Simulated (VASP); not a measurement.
Write the native input for VASP 6.6.1 that does the following.

- Task: single point
- Functional: PBE
- Potentials or basis: VASP PAW PBE potentials, release 64 (Sn_d, O)
- Cutoff: 600 eV
- k mesh: 7 × 7 × 9
- Occupations: fermi-dirac, width 0.02 eV
- Spin: no spin polarisation
- Dipole correction: no
- Further INCAR settings: ALGO = Normal; EDIFF = 1e-06; NBANDS = 35

The structure of SnO2 lies in POSCAR:

```
SnO2
1.0
    4.8003492553      0.0000000000      0.0000000000
    0.0000000000      4.8003492553      0.0000000000
    0.0000000000      0.0000000000      3.2284324403
Sn O
2 4
Direct
    0.0000000000      0.0000000000      0.0000000000
    0.5000000000      0.5000000000      0.5000000000
    0.3062696221      0.3062696221      0.0000000000
    0.1937303779      0.8062696221      0.5000000000
    0.6937303779      0.6937303779      0.0000000000
    0.8062696221      0.1937303779      0.5000000000
```

These files were run (other wordings do the same):

INCAR

```
SYSTEM = SnO2
  PREC = Accurate
  ENCUT = 600
  EDIFF = 1E-6
  ISMEAR = -1
  SIGMA = 0.02
  LREAL = .FALSE.
  LASPH = .TRUE.
  NELM = 120
  ALGO = Normal
  ISIF = 2
  LWAVE = .FALSE.
  LCHARG = .FALSE.
  GGA = PE
  NBANDS = 35
  GGA_COMPAT = .FALSE.
```

KPOINTS

```
regular mesh
0
G
  7 7 9
  0 0 0
```

Potentials or basis: VASP PAW PBE potentials, release 64 (Sn_d, O).

Command:

```console
$ cat potpaw_PBE.64/Sn_d/POTCAR potpaw_PBE.64/O/POTCAR > POTCAR
$ mpirun -np 1 vasp_std > vasp.out
```

It gave:

```yaml
Pressure: 3.0 GPa
Largest_force: 0.015 eV/Å
Band_gap_on_the_k_mesh: 0.81 eV
```

Caveat: spin-orbit coupling is left out, which moves the levels of the heavy elements.

Run time: 3.8 min on 1 thread of AMD EPYC 7R13, on a shared host, peak memory 0.25 GiB.
